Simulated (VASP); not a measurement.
A run of VASP 6.6.1 is set up as follows.

The input POSCAR:

```
WC
1.0
    0.0146178933      2.1999929467      2.1999929467
    2.1999929467      0.0146178933      2.1999929467
    2.1999929467      2.1999929467      0.0146178933
W C
1 1
Direct
    0.0000000000      0.0000000000      0.0000000000
    0.5000000000      0.5000000000      0.5000000000
```

Contents of INCAR.step1:

```
  ALGO = Normal
  EDIFF = 1E-5
  ENCUT = 910
  GGA = PE
  GGA_COMPAT = F
  ISMEAR = -1
  LASPH = T
  LCHARG = F
  LREAL = F
  LWAVE = T
  NBANDS = 16
  NELM = 120
  PREC = Accurate
  SIGMA = 0.1
```

File INCAR.step2:

```
  ALGO = Normal
  EDIFF = 1E-6
  ENCUT = 910
  GGA_COMPAT = F
  ISIF = 2
  ISMEAR = -1
  ISTART = 1
  LASPH = T
  LCHARG = F
  LMIXTAU = T
  LREAL = F
  LWAVE = F
  METAGGA = R2SCAN
  NBANDS = 16
  NELM = 120
  PREC = Accurate
  SIGMA = 0.1
```

The input KPOINTS:

```
k-points
0
Gamma
  14 14 14
```

Potentials or basis: VASP PAW PBE potentials, release 64 (W_sv, C_h).

Command:

```sh
$ cat potpaw_PBE.64/W_sv/POTCAR potpaw_PBE.64/C_h/POTCAR > POTCAR
$ cp INCAR.step1 INCAR
$ mpirun -np 1 vasp_std > vasp.out
$ cp INCAR.step2 INCAR
$ mpirun -np 1 vasp_std > vasp.out
```

Problem. What does it give for the band gap on the k mesh?

Solution. Zero (bands 9 and 10 overlap by 3.21 eV).

Problem. Predict the pressure.

Solution. -3.6 GPa.

Stress tensor (GPa, compression positive):
```
-3.55 -0.67 -0.67
-0.67 -3.55 -0.67
-0.67 -0.67 -3.55
```

Caveat: the cutoff is under 1.25 times the usual one of these potentials, so pressure, stress and relaxed cells hold a basis-set (Pulay) error; the cell stands under tension; the PAW data sets were made with another functional, which shifts forces and pressure a little; spin-orbit coupling is left out, which moves the levels of the heavy elements.
